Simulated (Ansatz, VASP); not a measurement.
**AlNi3 in VASP and in Ansatz**

```xyz
4
Lattice="0.0000 2.8019 2.8019 2.8019 0.0000 2.8019 2.8019 2.8019 0.0000" Properties=species:S:1:pos:R:3 pbc="T T T"
Al    2.8019    2.8019    2.8019
Ni    1.4009    1.4009    1.4009
Ni    0.0000    0.0000    0.0000
Ni    4.2028    4.2028    4.2028
```

Alike in both runs: task single point; functional PBE; k mesh 8 × 8 × 8; occupations gaussian, width 0.1 eV; no spin polarisation.

|  | VASP | Ansatz |
| --- | --- | --- |
| version | VASP 6.6.1 | Ansatz 0.2.0 |
| potentials or method | VASP PAW PBE potentials, release 64 (Al, Ni), cutoff 520 eV | scalar-relativistic, plane waves, PAW |
| valence electrons in the cell | 33 | 57 |

VASP gave:

| Item | Value |
| --- | --- |
| gap on the k mesh at the Fermi level (eV) | none |
| pressure (GPa) | 7.0 |

Question: Estimate Ansatz's values.

Answer: gap on the k mesh at the Fermi level (eV): none; pressure (GPa): 7.1.

A gap of «none» marks a metal or a gap that the smearing closes. VASP's potentials hold 33 valence electrons a cell and Ansatz's 57, so a difference there can come from the potentials and not from the codes.
